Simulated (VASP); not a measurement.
Wanted: the native input for a VASP 6.6.1 run.

- Task: electric field gradients
- Functional: PBE
- Potentials or basis: VASP PAW PBE potentials, release 64 (Hg)
- Cutoff: 520 eV
- k mesh: 12 × 12 × 12
- Occupations: fermi-dirac, width 0.03 eV
- Spin: no spin polarisation
- Dipole correction: no
- Further INCAR settings: ALGO = Normal; EDIFF = 1e-08; NBANDS = 12

The structure of Hg lies in POSCAR:

```
Hg
1.0
    1.7374915770      1.0117912320      2.2340000000
   -1.7225093336      0.9858412252      2.2340000000
   -0.0149822434     -1.9976324571      2.2340000000
Hg
1
Direct
    0.0000000000      0.0000000000      0.0000000000
```

This cell differs from its parent crystal: xy shear strain of +1.5 %.

One way to write it, as run:

INCAR

```
SYSTEM = Hg
  PREC = Accurate
  ENCUT = 520
  EDIFF = 1E-8
  ISMEAR = -1
  SIGMA = 0.03
  LREAL = .FALSE.
  LASPH = .TRUE.
  NELM = 100
  ALGO = Normal
  ISIF = 2
  LWAVE = .FALSE.
  LCHARG = .FALSE.
  GGA = PE
  LEFG = .TRUE.
  NBANDS = 12
```

KPOINTS

```
Automatic mesh
0
G
  12 12 12
  0 0 0
```

Potentials or basis: VASP PAW PBE potentials, release 64 (Hg).

Run with:

```console
$ cat potpaw_PBE.64/Hg/POTCAR > POTCAR
$ mpirun -np 1 vasp_std > vasp.out
```

It gave:

* Pressure: 6.5 GPa
* Band gap on the k mesh: zero (bands 6 and 7 overlap by 3.32 eV)
* Largest electric field gradient by atom: Hg -146.2 V/Å²

Caveat: the cell differs from its parent crystal (xy shear strain of +1.5 %); the cell stands under pressure; without QUAD_EFG the Cq values of the log hold for a quadrupole moment of 1 mb, not for the nuclei; spin-orbit coupling is left out, which moves the levels of the heavy elements.

Wall time 52 s on 1 thread of Intel(R) Xeon(R) 6975P-C (Granite Rapids), with other jobs on the host, peak memory 0.33 GiB.
